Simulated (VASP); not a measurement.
# TiSi2 (C2/c) in VASP: single point with PBEsol

Aim: the single point of TiSi2 with PBEsol.

All numbers are computed with VASP 6.6.1; they aren't measurements. Logs are shortened: lines on timing, memory, paths and dates and some standing lists are left out, and cuts for length are marked.

## (1) The cell of the first run

The structure is monoclinic, space group C2/c (No. 15). The conventional cell has a = 8.182 Å, b = 4.762 Å, c = 5.898 Å, α = 90.00°, β = 133.92°, γ = 90.00°. Ti (site symmetry 2) has 10 Si at 2.51 to 2.78 Å and 4 Ti at 3.10 to 3.28 Å within 3.3 Å. Si (site symmetry 1) has 9 Si at 2.34 to 3.23 Å and 5 Ti at 2.51 to 2.78 Å within 3.3 Å.

## (2) Single point, PBEsol (atoms displaced along a vibrational mode)

File INCAR:

```
SYSTEM = TiSi2
PREC = Accurate
ENCUT = 520
EDIFF = 1E-7
ISMEAR = 0
SIGMA = 0.15
LREAL = .FALSE.
LASPH = .TRUE.
NELM = 100
ALGO = Normal
ISIF = 2
LWAVE = .FALSE.
LCHARG = .FALSE.
GGA = PS
NBANDS = 29
```

File KPOINTS:

```
Automatic mesh
0
G
  14 14 14
  0 0 0
```

File POSCAR:

```
TiSi2
1.0
    0.0000000000      4.0910612953      4.2480470636
    2.3808780418      0.0000000000      4.2480470636
    2.3808780418      4.0910612953      0.0000000000
Ti Si
2 4
Direct
    0.7752007868      0.7247992132      0.7247992132
    0.4747992132      0.5252007868      0.5252007868
    0.0932354275      0.3917043797      0.0790986973
    0.4359614955      0.0790986973      0.3917043797
    0.1567645725      0.8582956203      0.1709013027
    0.8140385045      0.1709013027      0.8582956203
```

Potentials or basis: VASP PAW PBE potentials, release 64 (Ti_sv, Si).

Launch:

```sh
cat potpaw_PBE.64/Ti_sv/POTCAR potpaw_PBE.64/Si/POTCAR > POTCAR
mpirun -np 1 vasp_std > vasp.out
```

OUTCAR:

```text
SYSTEM = TiSi2
   PREC = Accurate
   ENCUT = 520
   EDIFF = 1E-7
   ISMEAR = 0
   LREAL = .FALSE.
   LASPH = .TRUE.
   NELM = 100
   ISIF = 2
   GGA = PS

 ion  position               nearest neighbor table
   1  0.775  0.725  0.725-   5 2.51   6 2.51   6 2.58   5 2.58   3 2.69   4 2.69   4 2.75   3 2.75
                             3 2.78   4 2.78
   2  0.475  0.525  0.525-   4 2.51   3 2.51   3 2.58   4 2.58   5 2.69   6 2.69   6 2.75   5 2.75
                             6 2.78   5 2.78
   3  0.093  0.392  0.079-   5 2.34   2 2.51   2 2.58   4 2.68   1 2.69   5 2.69   1 2.75   4 2.77
                             4 2.77   1 2.78   6 3.13   6 3.13
   4  0.436  0.079  0.392-   6 2.34   2 2.51   2 2.58   3 2.68   1 2.69   6 2.69   1 2.75   3 2.77
                             3 2.77   1 2.78   5 3.13   5 3.13
   5  0.157  0.858  0.171-   3 2.34   1 2.51   1 2.58   6 2.68   2 2.69   3 2.69   2 2.75   6 2.77
                             6 2.77   2 2.78   4 3.13   4 3.13
   6  0.814  0.171  0.858-   4 2.34   1 2.51   1 2.58   5 2.68   2 2.69   4 2.69   2 2.75   5 2.77
                             5 2.77   2 2.78   3 3.13   3 3.13

  LATTYP: Found a face centered orthorhombic cell.
 ALAT       =     4.7617560836
 B/A-ratio  =     1.7182993935
 C/A-ratio  =     1.7842354749

  Lattice vectors:

 A1 = (   0.0000000000,   4.0910612953,   4.2480470636)
 A2 = (   2.3808780418,   0.0000000000,   4.2480470636)
 A3 = (   2.3808780418,   4.0910612953,   0.0000000000)

Analysis of symmetry for initial positions (statically):
=====================================================================
 Subroutine PRICEL returns:
 Original cell was already a primitive cell.

 Routine SETGRP: Setting up the symmetry group for a
 face centered orthorhombic supercell.

 Subroutine GETGRP returns: Found  4 space group operations
 (whereof  2 operations were pure point group operations)
 out of a pool of  8 trial point group operations.

The static configuration has the point symmetry C_2 .
 The point group associated with its full space group is C_2h.

Analysis of symmetry for dynamics (positions and initial velocities):
=====================================================================
 Subroutine PRICEL returns:
 Original cell was already a primitive cell.

 Routine SETGRP: Setting up the symmetry group for a
 face centered orthorhombic supercell.

 Subroutine GETGRP returns: Found  4 space group operations
 (whereof  2 operations were pure point group operations)
 out of a pool of  8 trial point group operations.

The dynamic configuration has the point symmetry C_2 .
 The point group associated with its full space group is C_2h.

 Subroutine INISYM returns: Found  4 space group operations
 (whereof  2 operations are pure point group operations),
 and found     1 'primitive' translations

----------------------------------------------------------------------------------------

                                     Primitive cell

  volume of cell :      82.7547

  direct lattice vectors                    reciprocal lattice vectors
     0.000000000  4.091061295  4.248047064    -0.210006557  0.122217675  0.117701144
     2.380878042  0.000000000  4.248047064     0.210006557 -0.122217675  0.117701144
     2.380878042  4.091061295  0.000000000     0.210006557  0.122217675 -0.117701144

  length of vectors
     5.897684832  4.869751955  4.733430339     0.269987913  0.269987913  0.269987913

  position of ions in fractional coordinates (direct lattice)
     0.775200787  0.724799213  0.724799213
     0.474799213  0.525200787  0.525200787
     0.093235427  0.391704380  0.079098697
     0.435961496  0.079098697  0.391704380
     0.156764573  0.858295620  0.170901303
     0.814038504  0.170901303  0.858295620

  ion indices of the primitive-cell ions
   primitive index   ion index
                 1           1
                 2           2
                 3           3
                 4           4
                 5           5
                 6           6

----------------------------------------------------------------------------------------

 KPOINTS: Automatic mesh

Automatic generation of k-mesh.
 Grid dimensions read from file:
 generate k-points for:   14   14   14

 Generating k-lattice:

  Cartesian coordinates                     Fractional coordinates (reciprocal lattice)
    -0.015000468  0.008729834  0.008407225     0.071428571  0.000000000  0.000000000
     0.015000468 -0.008729834  0.008407225     0.000000000  0.071428571  0.000000000
     0.015000468  0.008729834 -0.008407225    -0.000000000 -0.000000000  0.071428571

  Length of vectors
     0.019284851  0.019284851  0.019284851

  Shift w.r.t. Gamma in fractional coordinates (k-lattice)
     0.000000000  0.000000000  0.000000000

 Subroutine IBZKPT returns following result:
 ===========================================

 Found    744 irreducible k-points:

 Following reciprocal coordinates:
            Coordinates               Weight
  0.000000  0.000000  0.000000      1.000000
  0.071429  0.000000 -0.000000      4.000000
 -0.000000  0.000000  0.071429      4.000000
  0.142857  0.000000  0.000000      4.000000
  0.000000  0.000000  0.142857      4.000000
  0.214286 -0.000000  0.000000      4.000000
[... 16 lines left out ...]
  0.357143  0.071429  0.000000      4.000000
 -0.071429 -0.071429  0.285714      4.000000
 [... further k-points ...]
   k-points           NKPTS =    744   k-points in BZ     NKDIM =    744   number of bands    NBANDS=     29
   number of dos      NEDOS =    301   number of ions     NIONS =      6
   total plane-waves  NPLWV =  62208
   dimension x,y,z NGX =    48 NGY =   36 NGZ =   36
   dimension x,y,z NGXF=    96 NGYF=   72 NGZF=   72
   ions per type =               2   4
   NGX,Y,Z   is equivalent  to a cutoff of  13.53, 12.29, 12.64 a.u.
   NGXF,Y,Z  is equivalent  to a cutoff of  27.06, 24.58, 25.29 a.u.
 SYSTEM =  TiSi2
   PREC   = accura    normal or accurate (medium, high low for compatibility)
   ISTART =      0    job   : 0-new  1-cont  2-samecut
   ICHARG =      2    charge: 1-file 2-atom 10-const
   ISPIN  =      1    spin polarized calculation?
   LNONCOLLINEAR =      F non collinear calculations
   LSORBIT =      F    spin-orbit coupling
   LASPH  =      T    aspherical Exc in radial PAW
   ENCUT  =  520.0 eV  38.22 Ry    6.18 a.u.  10.97  9.05  8.80*2*pi/ulx,y,z
   NELM   =    100;   NELMIN=  2; NELMDL= -5     # of ELM steps
   EDIFF  = 0.1E-06   stopping-criterion for ELM
   LREAL  =      F    real-space projection
   EDIFFG = 0.1E-05   stopping-criterion for IOM
   NSW    =      0    number of steps for IOM
   IBRION =     -1    ionic relax: 0-MD 1-quasi-New 2-CG
   NFREE  =      0    steps in history (QN), initial steepest desc. (CG)
   ISIF   =      2    stress and relaxation
   ISYM   =      2    0-nonsym 1-usesym 2-fastsym
   POTIM  = 0.5000    time-step for ionic-motion
   TEBEG  =    0.0;   TEEND  =   0.0 temperature during run
   PSTRESS=    0.0 pullay stress
   NELECT =      40.0000    total number of electrons
   NUPDOWN=      -1.0000    fix difference up-down
   EMIN   =  10.00;   EMAX   =-10.00  energy-range for DOS
   EFERMI =   0.00;   METHOD = LEGACY
   ISMEAR =     0;   SIGMA  =   0.15  broadening in eV -4-tet -1-fermi 0-gaus
   EFERMI_NEDOS =   21; number of points for ismear=-14 and -15
   IALGO  =     38    algorithm
   IMIX   =      4    mixing-type and parameters
     AMIX     =   0.40;   BMIX     =  1.00
     AMIX_MAG =   1.60;   BMIX_MAG =  1.00
  volume/ion in A,a.u.               =      13.79        93.08
  Fermi-wavevector in a.u.,A,eV,Ry     =   1.284786  2.427893 22.458786  1.650674
  Thomas-Fermi vector in A             =   2.416959
   LORBIT       =      0    0 simple, 1 ext, 2 COOP (PROOUT), +10 PAW based schemes
   GGA     = PS    functional components
   LHFCALC =     F    Hartree Fock is set to
   AEXX    =    0.0000 exact exchange contribution
   IVDW    =     0    specifies the selected vdW correction
   LEPSILON=     F    determine dielectric tensor
   LRPA    =     F    only Hartree local field effects (RPA)
 non-spin polarized calculation
 Gauss-broadening in eV      SIGMA  =   0.15
  energy-cutoff  :      520.00
  volume of cell :       82.75
 maximum number of plane-waves:      2264
 NGX is ok and might be reduce to    48
   NGX = 21   NGY = 19   NGZ = 17

 number of electron      40.0000001 magnetization

 Free energy of the ion-electron system (eV)
  ---------------------------------------------------
  ext. energy  EPLUGINS =         0.00000000
  ---------------------------------------------------
  free energy    TOTEN  =       -43.37949515 eV

  energy without entropy =      -43.35435970  energy(sigma->0) =      -43.36692742

 E-fermi :  10.2713     XC(G=0): -11.8797

 val. band max:       10.2707233925   @ k =  -0.0714  -0.1429  -0.2857
 cond. band min:      10.2714039140   @ k =  -0.1429  -0.2857   0.5000
 fundamental gap:      0.0006805215
 Fermi energy:        10.2713394663

 k-point     1 :       0.0000    0.0000    0.0000
  band No.  band energies     occupation
      1     -45.7250      2.00000
      2     -45.6927      2.00000
      3     -22.2332      2.00000
      4     -22.1971      2.00000
      5     -22.1243      2.00000
      6     -22.1201      2.00000
[... 21 lines left out ...]
     28      14.2716      0.00000
     29      14.2998      0.00000

 k-point     2 :       0.0714    0.0000   -0.0000
  band No.  band energies     occupation
      1     -45.7246      2.00000
      2     -45.6931      2.00000
      3     -22.2316      2.00000
      4     -22.1978      2.00000
      5     -22.1253      2.00000
      6     -22.1194      2.00000
[... 21 lines left out ...]
     28      14.0879      0.00000
     29      14.2487      0.00000

 k-point     3 :      -0.0000    0.0000    0.0714
  band No.  band energies     occupation
      1     -45.7247      2.00000
      2     -45.6930      2.00000
      3     -22.2335      2.00000
      4     -22.1967      2.00000
      5     -22.1292      2.00000
      6     -22.1162      2.00000
[... 638 lines left out ...]
      5     -22.1489      2.00000
      6     -22.1141      2.00000
[... 21 lines left out ...]
     28      14.5279      0.00000
     29      14.6949      0.00000

 k-point    24 :      -0.0714   -0.0714    0.2857
  band No.  band energies     occupation
      1     -45.7207      2.00000
      2     -45.6967      2.00000
      3     -22.2370      2.00000
      4     -22.1903      2.00000
      5     -22.1612      2.00000
      6     -22.1090      2.00000
[... 21 lines left out ...]
     28      14.3798      0.00000
     29      14.6749      0.00000

 [... further k-points ...]

------------------------ aborting loop because EDIFF is reached ----------------------------------------

  FORCE on cell =-STRESS in cart. coord.  units (eV):
  Direction    XX          YY          ZZ          XY          YZ          ZX
  --------------------------------------------------------------------------------------
  -------------------------------------------------------------------------------------
  Total        0.3649753      0.0726337      2.3051888      0.0000000     -1.8218579      0.0000000
  in kB        7.0661298      1.4062293     44.6297682      0.0000000    -35.2722076      0.0000000
  external PRESSURE =      17.7007091 kB  Pullay stress =       0.0000000 kB

 VOLUME and BASIS-vectors are now :
 -----------------------------------------------------------------------------
  energy-cutoff  :      520.00
  volume of cell :       82.75
      direct lattice vectors                 reciprocal lattice vectors
     0.000000000  4.091061295  4.248047064    -0.210006557  0.122217675  0.117701144
     2.380878042  0.000000000  4.248047064     0.210006557 -0.122217675  0.117701144
     2.380878042  4.091061295  0.000000000     0.210006557  0.122217675 -0.117701144

 POSITION                                       TOTAL-FORCE (eV/Angst)
 -----------------------------------------------------------------------------------
      3.45132      6.13659      6.37207         1.408077     -0.000000      0.000000
      2.50088      4.09106      4.24805        -1.408077      0.000000     -0.000000
      1.12092      0.70503      2.06005         0.527805     -0.127947      0.572530
      1.12092      3.38603      2.18800         0.527805      0.127947     -0.572530
      2.45039      1.34050      4.31202        -0.527805      0.127947     -0.572530
      2.45039      6.84162      4.18407        -0.527805     -0.127947      0.572530
 -----------------------------------------------------------------------------------
    total drift:                               -0.000000     -0.000000     -0.000000

  FREE ENERGIE OF THE ION-ELECTRON SYSTEM (eV)
  ---------------------------------------------------
  free  energy   TOTEN  =       -43.3794951467 eV

  energy  without entropy=      -43.3543596966  energy(sigma->0) =      -43.36692742
```

It took 22 min on 1 thread of Intel Xeon 6975P-C (Granite Rapids), shared host; peak memory 1.4 GiB.

Results:

| Quantity | Value |
| --- | --- |
| Free energy | -43.3795 eV |
| Pressure | 1.8 GPa |
| Largest force | 1.408 eV/Å |
| Band gap on the k mesh | zero (bands 20 and 21 overlap by 1.79 eV) |

Forces in eV/Å, atoms in the order of the input:
```
Ti   1.408  0.000  0.000
Ti  -1.408  0.000  0.000
Si   0.528 -0.128  0.573
Si   0.528  0.128 -0.573
Si  -0.528  0.128 -0.573
Si  -0.528 -0.128  0.573
```

Stress tensor (GPa, compression positive):
```
 0.71  0.00  0.00
 0.00  0.14 -3.53
 0.00 -3.53  4.46
```

Caveat: the cell differs from its parent crystal (atoms displaced along a vibrational mode); the PAW data sets were made with another functional, which shifts forces and pressure a little.
